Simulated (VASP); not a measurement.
# SrCl2 (I4/mmm) in VASP: single point with HSE06

Aim: the single point of SrCl2 with HSE06.

Everything below comes from runs of VASP 6.6.1. Logs are shortened: lines on timing, memory, paths and dates and some standing lists are left out, and cuts for length are marked.

## 1. The cell of the first run

The structure is tetragonal, space group I4/mmm (No. 139). The conventional cell has a = 4.947 Å, b = 4.947 Å, c = 7.065 Å, α = 90.00°, β = 90.00°, γ = 90.00°. Sr (site symmetry 4/mmm) has 8 Cl at 3.04 Å within 4.0 Å. Cl (site symmetry -4m2) has 4 Sr at 3.04 Å and 6 Cl at 3.50 to 3.53 Å within 4.0 Å.

## 2. Single point, HSE06 (uniaxial z strain +1.0%)

Contents of POSCAR:

```
SrCl2
1.0
    0.0000000000      3.4977180853      3.5326952661
    3.4977180853      0.0000000000      3.5326952661
    3.4977180853      3.4977180853      0.0000000000
Sr Cl
1 2
Direct
    0.0000000000      0.0000000000      0.0000000000
    0.2500000000      0.2500000000      0.2500000000
    0.7500000000      0.7500000000      0.7500000000
```

Contents of INCAR.step1:

```
SYSTEM = SrCl2
PREC = Accurate ; ENCUT = 520
EDIFF = 1E-5 ; ISMEAR = 0
SIGMA = 0.01 ; LREAL = .FALSE.
LASPH = .TRUE. ; NELM = 100
ALGO = Normal ; ISIF = 2
LWAVE = .TRUE. ; LCHARG = .FALSE.
NBANDS = 19 ; GGA = PE
```

Contents of INCAR.step2:

```
SYSTEM = SrCl2
PREC = Accurate ; ENCUT = 520
EDIFF = 1E-6 ; ISMEAR = 0
SIGMA = 0.01 ; LREAL = .FALSE.
LASPH = .TRUE. ; NELM = 100
ALGO = Normal ; ISIF = 2
LWAVE = .FALSE. ; LCHARG = .FALSE.
GGA = PE ; LHFCALC = .TRUE.
HFSCREEN = 0.2079 ; PRECFOCK = Normal
NBANDS = 19 ; ISTART = 1
```

Contents of KPOINTS:

```
regular mesh
0
G
  4 4 4
  0 0 0
```

Potentials or basis: VASP PAW PBE potentials, release 64 (Sr_sv, Cl).

The run is started by

```sh
> cat potpaw_PBE.64/Sr_sv/POTCAR potpaw_PBE.64/Cl/POTCAR > POTCAR
> cp INCAR.step1 INCAR
> mpirun -np 1 vasp_std > vasp.out
> cp INCAR.step2 INCAR
> mpirun -np 1 vasp_std > vasp.out
```

OUTCAR:

```text
SYSTEM = SrCl2
   PREC = Accurate
   ENCUT = 520
   EDIFF = 1E-6
   ISMEAR = 0
   LREAL = .FALSE.
   LASPH = .TRUE.
   NELM = 100
   ISIF = 2
   GGA = PE
   LHFCALC = .TRUE.
   HFSCREEN = 0.2079
   PRECFOCK = Normal
   ISTART = 1

 ion  position               nearest neighbor table
   1  0.000  0.000  0.000-   3 3.04   3 3.04   3 3.04   2 3.04   3 3.04   2 3.04   2 3.04   2 3.04

   2  0.250  0.250  0.250-   1 3.04   1 3.04   1 3.04   1 3.04
   3  0.750  0.750  0.750-   1 3.04   1 3.04   1 3.04   1 3.04

  LATTYP: Found a body centered tetragonal cell.
 ALAT       =     4.9465203536
 C/A-ratio  =     1.4283556980

  Lattice vectors:

 A1 = (  -3.4977180853,   0.0000000000,   3.5326952661)
 A2 = (   3.4977180853,   0.0000000000,   3.5326952661)
 A3 = (   0.0000000000,   3.4977180853,  -3.5326952661)

Analysis of symmetry for initial positions (statically):
=====================================================================
 Subroutine PRICEL returns:
 Original cell was already a primitive cell.

 Routine SETGRP: Setting up the symmetry group for a
 body centered tetragonal supercell.

 Subroutine GETGRP returns: Found 16 space group operations
 (whereof 16 operations were pure point group operations)
 out of a pool of 16 trial point group operations.

The static configuration has the point symmetry D_4h.

Analysis of symmetry for dynamics (positions and initial velocities):
=====================================================================
 Subroutine PRICEL returns:
 Original cell was already a primitive cell.

 Routine SETGRP: Setting up the symmetry group for a
 body centered tetragonal supercell.

 Subroutine GETGRP returns: Found 16 space group operations
 (whereof 16 operations were pure point group operations)
 out of a pool of 16 trial point group operations.

The dynamic configuration has the point symmetry D_4h.

 Subroutine INISYM returns: Found 16 space group operations
 (whereof 16 operations are pure point group operations),
 and found     1 'primitive' translations

----------------------------------------------------------------------------------------

                                     Primitive cell

  volume of cell :      86.4382

  direct lattice vectors                    reciprocal lattice vectors
     0.000000000  3.497718085  3.532695266    -0.142950343  0.142950343  0.141534993
     3.497718085  0.000000000  3.532695266     0.142950343 -0.142950343  0.141534993
     3.497718085  3.497718085  0.000000000     0.142950343  0.142950343 -0.141534993

  length of vectors
     4.971314479  4.971314479  4.946520354     0.246782810  0.246782810  0.246782810

  position of ions in fractional coordinates (direct lattice)
     0.000000000  0.000000000  0.000000000
     0.250000000  0.250000000  0.250000000
     0.750000000  0.750000000  0.750000000

  ion indices of the primitive-cell ions
   primitive index   ion index
                 1           1
                 2           2
                 3           3

----------------------------------------------------------------------------------------

 KPOINTS: regular mesh

Automatic generation of k-mesh.
 Grid dimensions read from file:
 generate k-points for:    4    4    4

 Generating k-lattice:

  Cartesian coordinates                     Fractional coordinates (reciprocal lattice)
    -0.035737586  0.035737586  0.035383748     0.250000000  0.000000000  0.000000000
     0.035737586 -0.035737586  0.035383748     0.000000000  0.250000000  0.000000000
     0.035737586  0.035737586 -0.035383748     0.000000000  0.000000000  0.250000000

  Length of vectors
     0.061695703  0.061695703  0.061695703

  Shift w.r.t. Gamma in fractional coordinates (k-lattice)
     0.000000000  0.000000000  0.000000000

 Subroutine IBZKPT returns following result:
 ===========================================

 Found     13 irreducible k-points:

 Following reciprocal coordinates:
            Coordinates               Weight
  0.000000  0.000000  0.000000      1.000000
  0.250000  0.000000  0.000000      8.000000
  0.500000  0.000000  0.000000      4.000000
  0.250000  0.250000  0.000000      2.000000
  0.500000  0.250000  0.000000      8.000000
 -0.250000  0.250000  0.000000      4.000000
  0.500000  0.500000  0.000000      1.000000
  0.250000  0.000000  0.250000      4.000000
  0.500000  0.000000  0.250000     16.000000
 -0.250000  0.000000  0.250000      8.000000
 -0.250000  0.500000  0.250000      4.000000
  0.500000  0.000000  0.500000      2.000000
 -0.250000  0.250000  0.500000      2.000000
   k-points           NKPTS =     13   k-points in BZ     NKDIM =     64   number of bands    NBANDS=     19
   number of dos      NEDOS =    301   number of ions     NIONS =      3
   total plane-waves  NPLWV =  64000
   dimension x,y,z NGX =    40 NGY =   40 NGZ =   40
   dimension x,y,z NGXF=    80 NGYF=   80 NGZF=   80
   ions per type =               1   2
   NGX,Y,Z   is equivalent  to a cutoff of  13.38, 13.38, 13.44 a.u.
   NGXF,Y,Z  is equivalent  to a cutoff of  26.75, 26.75, 26.89 a.u.
 SYSTEM =  SrCl2
   PREC   = accura    normal or accurate (medium, high low for compatibility)
   ISTART =      1    job   : 0-new  1-cont  2-samecut
   ICHARG =      0    charge: 1-file 2-atom 10-const
   ISPIN  =      1    spin polarized calculation?
   LNONCOLLINEAR =      F non collinear calculations
   LSORBIT =      F    spin-orbit coupling
   LASPH  =      T    aspherical Exc in radial PAW
   ENCUT  =  520.0 eV  38.22 Ry    6.18 a.u.   9.24  9.24  9.20*2*pi/ulx,y,z
   NELM   =    100;   NELMIN=  2; NELMDL=  0     # of ELM steps
   EDIFF  = 0.1E-05   stopping-criterion for ELM
   LREAL  =      F    real-space projection
   EDIFFG = 0.1E-04   stopping-criterion for IOM
   NSW    =      0    number of steps for IOM
   IBRION =     -1    ionic relax: 0-MD 1-quasi-New 2-CG
   NFREE  =      0    steps in history (QN), initial steepest desc. (CG)
   ISIF   =      2    stress and relaxation
   ISYM   =      3    0-nonsym 1-usesym 2-fastsym
   POTIM  = 0.5000    time-step for ionic-motion
   TEBEG  =    0.0;   TEEND  =   0.0 temperature during run
   PSTRESS=    0.0 pullay stress
   NELECT =      24.0000    total number of electrons
   NUPDOWN=      -1.0000    fix difference up-down
   EMIN   =  10.00;   EMAX   =-10.00  energy-range for DOS
   EFERMI =   0.00;   METHOD = LEGACY
   ISMEAR =     0;   SIGMA  =   0.01  broadening in eV -4-tet -1-fermi 0-gaus
   EFERMI_NEDOS =   21; number of points for ismear=-14 and -15
   IALGO  =     38    algorithm
   IMIX   =      1    mixing-type and parameters
     AMIX     =   0.40;   BMIX     =  1.00
     AMIX_MAG =   1.60;   BMIX_MAG =  1.00
  volume/ion in A,a.u.               =      28.81       194.44
  Fermi-wavevector in a.u.,A,eV,Ry     =   1.068013  2.018252 15.519518  1.140652
  Thomas-Fermi vector in A             =   2.203648
   LORBIT       =      0    0 simple, 1 ext, 2 COOP (PROOUT), +10 PAW based schemes
   GGA     = PE    functional components
   LHFCALC =     T    Hartree Fock is set to
   PRECFOCK=normal    Normal, Fast or Accurate (Low or Medium for compatibility)
   ENCUT4O =  -1.0   cutoff for four orbital integrals eV
   NKREDX  =     1    reduce k-point grid by
   NKREDY  =     1    reduce k-point grid by
   NKREDZ  =     1    reduce k-point grid by
   AEXX    =    0.2500 exact exchange contribution
   HFSCREEN=    0.2079 screening length (either q_TF or 0.3 A-1)
   HFSCREENC=   0.2079 screening length for correlation (either q_TF or 0.3 A-1)
   ENCUTFOCK=  -1.0 apply spherical cutoff to Coloumb kernel
   IVDW    =     0    specifies the selected vdW correction
   LEPSILON=     F    determine dielectric tensor
   LRPA    =     F    only Hartree local field effects (RPA)
 non-spin polarized calculation
 Gauss-broadening in eV      SIGMA  =   0.01
  energy-cutoff  :      520.00
  volume of cell :       86.44
 maximum number of plane-waves:      2338
 NGX is ok and might be reduce to    40
  NGX = 28; NGY = 28; NGZ = 28

 number of electron      24.0000001 magnetization

 Free energy of the ion-electron system (eV)
  ---------------------------------------------------
  ext. energy  EPLUGINS =         0.00000000
  ---------------------------------------------------
  free energy    TOTEN  =       -14.81272268 eV

  energy without entropy =      -14.81272268  energy(sigma->0) =      -14.81272268

 E-fermi :  -0.7295     XC(G=0):  -6.8439

 val. band max:       -0.8668261083   @ k =   0.5000   0.0000   0.5000
 cond. band min:       5.6539932262   @ k =   0.0000   0.0000   0.0000
 fundamental gap:      6.5208193345
 Fermi energy:        -0.7295233528

 k-point     1 :       0.0000    0.0000    0.0000
  band No.  band energies     occupation
      1     -35.9034      2.00000
      2     -16.6149      2.00000
      3     -16.6149      2.00000
      4     -16.6123      2.00000
      5     -15.3818      2.00000
      6     -14.4960      2.00000
[... 11 lines left out ...]
     18       9.4665      0.00000
     19      10.0290      0.00000

 k-point     2 :       0.2500    0.0000    0.0000
  band No.  band energies     occupation
      1     -35.9017      2.00000
      2     -16.8254      2.00000
      3     -16.6226      2.00000
      4     -16.6213      2.00000
      5     -15.0621      2.00000
      6     -14.5902      2.00000
[... 11 lines left out ...]
     18       9.2486      0.00000
     19      10.1780      0.00000

 k-point     3 :       0.5000    0.0000    0.0000
  band No.  band energies     occupation
      1     -35.9001      2.00000
      2     -16.9691      2.00000
      3     -16.6302      2.00000
      4     -16.6294      2.00000
      5     -14.9650      2.00000
      6     -14.5170      2.00000
[... 11 lines left out ...]
     18       9.2819      0.00000
     19       9.2847      0.00000

 k-point     4 :       0.2500    0.2500    0.0000
  band No.  band energies     occupation
      1     -35.9012      2.00000
      2     -16.8758      2.00000
      3     -16.6332      2.00000
      4     -16.6332      2.00000
      5     -14.9207      2.00000
      6     -14.6506      2.00000
[... 165 lines left out ...]
     18      10.0503      0.00000
     19      11.1457      0.00000

 k-point    12 :       0.5000    0.0000    0.5000
  band No.  band energies     occupation
      1     -35.8989      2.00000
      2     -17.0460      2.00000
      3     -16.6534      2.00000
      4     -16.6490      2.00000
      5     -14.8176      2.00000
      6     -14.5185      2.00000
[... 11 lines left out ...]
     18       9.0649      0.00000
     19      10.4657      0.00000

 k-point    13 :      -0.2500    0.2500    0.5000
  band No.  band energies     occupation
      1     -35.8989      2.00000
      2     -16.8658      2.00000
      3     -16.8658      2.00000
      4     -16.6493      2.00000
      5     -14.6520      2.00000
      6     -14.6520      2.00000
[... 11 lines left out ...]
     18      10.0317      0.00000
     19      11.2097      0.00000

------------------------ aborting loop because EDIFF is reached ----------------------------------------

  FORCE on cell =-STRESS in cart. coord.  units (eV):
  Direction    XX          YY          ZZ          XY          YZ          ZX
  --------------------------------------------------------------------------------------
  -------------------------------------------------------------------------------------
  Total        0.0358298      0.0358298     -0.2409513      0.0000000      0.0000000      0.0000000
  in kB        0.6641235      0.6641235     -4.4661572      0.0000000      0.0000000      0.0000000
  external PRESSURE =      -1.0459701 kB  Pullay stress =       0.0000000 kB

 VOLUME and BASIS-vectors are now :
 -----------------------------------------------------------------------------
  energy-cutoff  :      520.00
  volume of cell :       86.44
      direct lattice vectors                 reciprocal lattice vectors
     0.000000000  3.497718085  3.532695266    -0.142950343  0.142950343  0.141534993
     3.497718085  0.000000000  3.532695266     0.142950343 -0.142950343  0.141534993
     3.497718085  3.497718085  0.000000000     0.142950343  0.142950343 -0.141534993

 POSITION                                       TOTAL-FORCE (eV/Angst)
 -----------------------------------------------------------------------------------
      0.00000      0.00000      0.00000         0.000000     -0.000000      0.000000
      1.74886      1.74886      1.76635         0.000000      0.000000     -0.000000
      5.24658      5.24658      5.29904        -0.000000     -0.000000      0.000000
 -----------------------------------------------------------------------------------
    total drift:                                0.000000      0.000000     -0.000000

  FREE ENERGIE OF THE ION-ELECTRON SYSTEM (eV)
  ---------------------------------------------------
  free  energy   TOTEN  =       -14.8127226766 eV

  energy  without entropy=      -14.8127226766  energy(sigma->0) =      -14.81272268
```

It took 28 min on 1 thread of Intel Xeon Platinum 8259CL at 2.50GHz (Skylake/Cascade Lake), shared host; peak memory 0.35 GiB.

Results:

* Free energy: -14.8127 eV
* Pressure: -0.1 GPa
* Band gap on the k mesh: 6.52 eV (least direct gap 6.80 eV)

Caveat: the cell differs from its parent crystal (uniaxial z strain +1.0%); the structure was generated, so it needn't be the stable form of SrCl2; the PAW data sets were made with another functional, which shifts forces and pressure a little.
